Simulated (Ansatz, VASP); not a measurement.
## Two plane-wave programs on Mn3O4

```
Mn O
1.0
    -2.87950    2.87950    4.73000
     2.87950   -2.87950    4.73000
     2.87950    2.87950   -4.73000
Mn O
6 8
Direct
  0.00000 0.00000 0.00000
  0.75000 0.25000 0.50000
  0.87500 0.62500 0.25000
  0.37500 0.62500 0.25000
  0.37500 0.62500 0.75000
  0.37500 0.12500 0.75000
  0.60400 0.38400 0.22000
  0.13400 0.41400 0.28000
  0.16400 0.38400 0.78000
  0.13400 0.85400 0.72000
  0.14600 0.86600 0.28000
  0.61600 0.39600 0.78000
  0.58600 0.86600 0.72000
  0.61600 0.83600 0.22000
```

Alike in both runs: task single point; functional LDA; k mesh 3 × 3 × 4; occupations fermi-dirac, width 0.02 eV; collinear spin; Hubbard terms Mn d U = 3.9 eV.

|  | VASP | Ansatz |
| --- | --- | --- |
| version | VASP 6.6.1 | Ansatz 0.2.0 |
| potentials or method | VASP PAW LDA potentials, release 64 (Mn_pv, O), cutoff 520 eV | PAW, plane waves, scalar-relativistic |
| valence electrons in the cell | 126 | 138 |

|  | VASP | Ansatz | Ansatz less VASP |
| --- | --- | --- | --- |
| gap on the k mesh at the Fermi level (eV) | 1.34 | 1.29 | -0.046 |
| pressure (GPa) | -3.7 | -3.6 | +0.07 |
| traceless stress, the component that is largest in VASP (GPa) | -1.66 | -0.49 | +1.172 |
| rms of the force components (eV/Å) | 0.168 | 0.132 | -0.0360 |
| net moment per atom (μB) | 0.71 | 0.71 | 0.000 |
| size of the moment on the site where the two differ most (μB) | 4.51 | 4.01 | -0.497 |

LDA's correlation is that of Perdew and Zunger in VASP and of Perdew and Wang (1992) in Ansatz. Site moments also hang on the region over which each program counts them. The programs project onto different local orbitals, so the same U acts differently, and such runs can settle in different states. Atom by atom the forces differ by 0.050 eV/Å (rms over components). VASP's potentials hold 126 valence electrons a cell and Ansatz's 138, so a difference there can come from the potentials and not from the codes.

The k mesh is coarse, so the values compare programs but aren't converged.
